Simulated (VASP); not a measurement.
Input of a VASP 6.6.1 run:

Contents of INCAR:

```
PREC = Accurate
ENCUT = 520
EDIFF = 1E-6
ISMEAR = -1
SIGMA = 0.1
LREAL = F
LASPH = T
NELM = 100
ALGO = Normal
ISIF = 2
LWAVE = F
LCHARG = F
GGA = B5
ALDAX = 1.0
AGGAX = 1.0
AGGAC = 1.0
ALDAC = 0.0
NBANDS = 36
```

KPOINTS

```
Automatic mesh
0
Gamma
  14 14 4
```

Contents of POSCAR:

```
Sn
1.0
    3.5081909757      0.0000000000      0.0000000000
   -1.7540954879      3.0381825063      0.0000000000
    0.0000000000      0.0000000000     11.5515009474
Sn
4
Direct
    0.0000000000      0.0000000000      1.0000000000
    0.0000000000      0.0000000000      0.5000000000
    0.3333333333      0.6666666667      0.2500000000
    0.6666666667      0.3333333333      0.7500000000
```

Potentials or basis: VASP PAW PBE potentials, release 64 (Sn_d).

Command:

```bash
$ cat potpaw_PBE.64/Sn_d/POTCAR > POTCAR
$ mpirun -np 1 vasp_std > vasp.out
```

(1) What does it give for the band gap on the k mesh?

(2) Estimate the pressure.

Results:

(1) zero (band 28 reaches 12.18 eV, above the bottom of band 29 at 5.61 eV).

(2) 0.1 GPa.

Caveat: the PAW data sets were made with another functional, which shifts forces and pressure a little; spin-orbit coupling is left out, which moves the levels of the heavy elements.
